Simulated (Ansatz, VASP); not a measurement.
**KBr: VASP beside Ansatz**

```
Br K
1.0
     0.00000    3.30000    3.30000
     3.30000    0.00000    3.30000
     3.30000    3.30000    0.00000
Br K
1 1
Direct
  0.50000 0.50000 0.50000
  0.00000 0.00000 0.00000
```

Alike in both runs: task single point; functional PBE-based screened hybrid with a share of 0.15 of exact exchange and HFSCREEN = 0.2; k mesh 4 × 4 × 4; occupations fermi-dirac, width 0.05 eV; no spin polarisation.

|  | VASP | Ansatz |
| --- | --- | --- |
| version | VASP 6.6.1 | Ansatz 0.2.0 |
| potentials or method | VASP PAW PBE potentials, release 64 (Br, K_sv), cutoff 520 eV | all-electron PAW datasets made for the crystal |

|  | VASP | Ansatz | Ansatz less VASP |
| --- | --- | --- | --- |
| gap on the k mesh at the Fermi level (eV) | 5.14 | 5.14 | +0.004 |
| least direct gap on the mesh (eV) | 5.14 | 5.14 | +0.004 |
| pressure (GPa) | 0.6 | 0.6 | -0.04 |

VASP's potentials were made for PBE, not for PBE-based screened hybrid. Ansatz ran all-electron here, and VASP with PAW potentials.
